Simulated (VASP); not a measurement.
## MgO: single point with PBEsol

The system is MgO.

```xyz
2
Lattice="0.0000 2.0970 2.0970 2.0970 0.0000 2.0970 2.0970 2.0970 0.0000" Properties=species:S:1:pos:R:3 pbc="T T T"
Mg    0.0000    0.0000    0.0000
O     2.0970    2.0970    2.0970
```

* Program: VASP 6.6.1
* Task: single point
* Functional: PBEsol
* Potentials or basis: VASP PAW PBE potentials, release 64 (Mg, O)
* Cutoff: 520 eV
* k mesh: 8 × 8 × 8
* Occupations: gaussian, width 0.1 eV
* Spin: no spin polarisation

```yaml
Pressure: 1.8 GPa
Band_gap_on_the_k_mesh: 4.76 eV, direct
```

Levels at points of the mesh, in eV from the valence-band top:
| k point | band 1 | band 2 | band 3 | band 4 | band 5 | band 6 | band 7 | band 8 |
| --- | --- | --- | --- | --- | --- | --- | --- | --- |
| (0.00, 0.00, 0.00) | -17.27 | 0.00 | 0.00 | 0.00 | 4.76 | 15.70 | 15.70 | 15.70 |
| (0.50, 0.00, 0.00) | -15.93 | -4.74 | -0.68 | -0.68 | 7.83 | 12.65 | 16.31 | 16.31 |
| (0.50, 0.50, 0.00) | -15.66 | -4.20 | -1.38 | -1.38 | 8.93 | 10.02 | 13.11 | 19.04 |

It took 5.7 s on 1 thread of AMD EPYC 7R13 Processor (Zen 3), on a shared host, peak memory 0.11 GiB.

Caveat: the PAW data sets were made with another functional, which shifts forces and pressure a little. As with any semilocal functional, this PBEsol gap is likely too small.
